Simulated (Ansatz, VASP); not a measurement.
Sn in VASP and in Ansatz

Contents of INCAR:

```
  ALGO = Normal
  EDIFF = 1E-6
  ENCUT = 520
  GGA = CA
  ISIF = 2
  ISMEAR = -1
  LASPH = True
  LCHARG = True
  LELF = True
  LREAL = False
  LVHAR = True
  LWAVE = False
  NBANDS = 28
  NELM = 60
  PREC = Accurate
  SIGMA = 0.1
```

Contents of KPOINTS:

```
k-points
0
Gamma
  8 8 11
```

The input POSCAR:

```
Sn
1.0
    5.3349328846      0.0000000000      0.0000000000
   -2.6674664423      4.6201874056      0.0000000000
    0.0000000000      0.0000000000      3.2485557983
Sn
3
Direct
    1.0000000000      0.0000000000      0.0000000000
    0.3333333333      0.6666666667      0.5000000000
    0.6666666667      0.3333333333      0.5000000000
```

Input for Ansatz:

```yaml
crystal:
  lattice:
    - [5.3349328846, 0.0, 0.0]
    - [-2.6674664423, 4.6201874056, 0.0]
    - [0.0, 0.0, 3.2485557983]
  atoms:
    - { symbol: Sn, position: [1.0, 0.0, 0.0] }
    - { symbol: Sn, position: [0.3333333333, 0.6666666667, 0.5] }
    - { symbol: Sn, position: [0.6666666667, 0.3333333333, 0.5] }
hamiltonian:
  xc: lda
  pseudopotentials:
    kind: paw
    azcp:
      Sn: "pseudopotentials/Sn.paw.azcp"
basis:
  ecutwfc: 420
  fft_grid_basis: typed
kpoints:
  mp_grid: { grid: [8, 8, 11], shift: [0, 0, 0] }
magnetization:
  spin_polarized: false
scf:
  occupations: { method: fermi_dirac, width: 0.1 }
  lower_state_search: "off"
output:
  stress: true
```

Alike in both runs: task single point; functional LDA; k mesh 8 × 8 × 11; occupations fermi-dirac, width 0.1 eV; no spin polarisation.

|  | VASP | Ansatz |
| --- | --- | --- |
| version | VASP 6.6.1 | Ansatz 0.2.0 |
| potentials or method | VASP PAW LDA potentials, release 64 (Sn_d), cutoff 520 eV | plane waves (420 eV) with PAW, scalar-relativistic |
| valence electrons in the cell | 42 | 42 |

```tsv
	VASP	Ansatz	Ansatz less VASP
pressure (GPa)	-1.7	-1.7	0.00
traceless stress, the component that is largest in VASP (GPa)	-1.88	-1.86	+0.019
```

Ansatz warns that its potentials were made for another functional, while VASP's fit it. LDA's correlation is that of Perdew and Zunger in VASP and of Perdew and Wang (1992) in Ansatz.
